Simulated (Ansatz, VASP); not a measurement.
## C: VASP beside Ansatz

The input POSCAR:

```
C
1.0
    0.0000000000      1.6782436539      2.0138923847
    1.6782436539      0.0000000000      2.0138923847
    1.6782436539      1.6782436539      0.0000000000
C
2
Direct
    0.5000000000      0.5000000000      0.5000000000
    0.7500000000      0.7500000000      0.7500000000
```

INCAR.step1

```
SYSTEM = C
ALGO = Normal
EDIFF = 1E-4
ENCUT = 520
GGA = PE
ISMEAR = 0
LASPH = .TRUE.
LCHARG = .FALSE.
LREAL = .FALSE.
LWAVE = .TRUE.
NBANDS = 11
NELM = 60
PREC = Accurate
SIGMA = 0.05
```

File INCAR.step2:

```
SYSTEM = C
ALGO = Normal
EDIFF = 1E-6
ENCUT = 520
ISIF = 2
ISMEAR = 0
ISTART = 1
LASPH = .TRUE.
LCHARG = .FALSE.
LMIXTAU = .TRUE.
LREAL = .FALSE.
LWAVE = .FALSE.
METAGGA = R2SCAN
NBANDS = 11
NELM = 60
PREC = Accurate
SIGMA = 0.05
```

The input KPOINTS:

```
k-points
0
G
  12 12 12
  0 0 0
```

Input for Ansatz:

```yaml
crystal:
  lattice:
    - [0.0, 1.6782436539, 2.0138923847]
    - [1.6782436539, 0.0, 2.0138923847]
    - [1.6782436539, 1.6782436539, 0.0]
  atoms:
    - { symbol: C, position: [0.5, 0.5, 0.5] }
    - { symbol: C, position: [0.75, 0.75, 0.75] }
basis:
  ecutwfc: 500
kpoints:
  mp_grid: { grid: [12, 12, 12] }
hamiltonian:
  xc: r2scan
scf:
  occupations: { method: gaussian, width: 0.05 }
output:
  forces: true
  stress: true
  eigenvalues: true
```

Alike in both runs: task single point; functional r2SCAN; k mesh 12 × 12 × 12; occupations gaussian, width 0.05 eV; no spin polarisation.

```csv
,VASP,Ansatz
version,VASP 6.6.1,Ansatz 0.2.0
potentials or method,"VASP PAW PBE potentials, release 64 (C), cutoff 520 eV","scalar-relativistic, plane waves, PAW"
valence electrons in the cell,8,8
```

Ansatz gave:

```
gap on the k mesh at the Fermi level (eV)                     : 1.99
least direct gap on the mesh (eV)                             : 4.23
pressure (GPa)                                                : -0.5
traceless stress, the component that is largest in VASP (GPa) : -140.60
```

Q: What did VASP give for the same quantities?

A: gap on the k mesh at the Fermi level (eV): 1.97; least direct gap on the mesh (eV): 4.19; pressure (GPa): 0.5; traceless stress, the component that is largest in VASP (GPa): -140.35.

VASP's potentials were made for PBE, not for r2SCAN.
